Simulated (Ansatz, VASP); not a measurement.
# TaN in VASP and in Ansatz

```
Ta N
1.0
    -0.23316    2.09842    2.09842
     2.09842   -0.23316    2.09842
     2.09842    2.09842   -0.23316
Ta N
1 1
Direct
  0.50000 0.50000 0.50000
  0.00000 0.00000 0.00000
```

Alike in both runs: task single point; functional PBE; k mesh 26 × 26 × 26; occupations gaussian, width 0.15 eV; no spin polarisation.

|  | VASP | Ansatz |
| --- | --- | --- |
| version | VASP 6.6.1 | Ansatz 0.2.0 |
| potentials or method | VASP PAW PBE potentials, release 64 (Ta_pv, N), cutoff 520 eV | scalar-relativistic, plane waves, PAW |
| valence electrons in the cell | 16 | 18 |

|  | VASP | Ansatz | Ansatz less VASP |
| --- | --- | --- | --- |
| gap on the k mesh at the Fermi level (eV) | none | none | - |
| pressure (GPa) | 1.6 | 0.8 | -0.77 |
| traceless stress, the component that is largest in VASP (GPa) | 9.16 | 9.21 | +0.054 |

A gap of «none» marks a metal or a gap that the smearing closes. VASP's potentials hold 16 valence electrons a cell and Ansatz's 18, so a difference there can come from the potentials and not from the codes.

Spin-orbit coupling is off throughout.
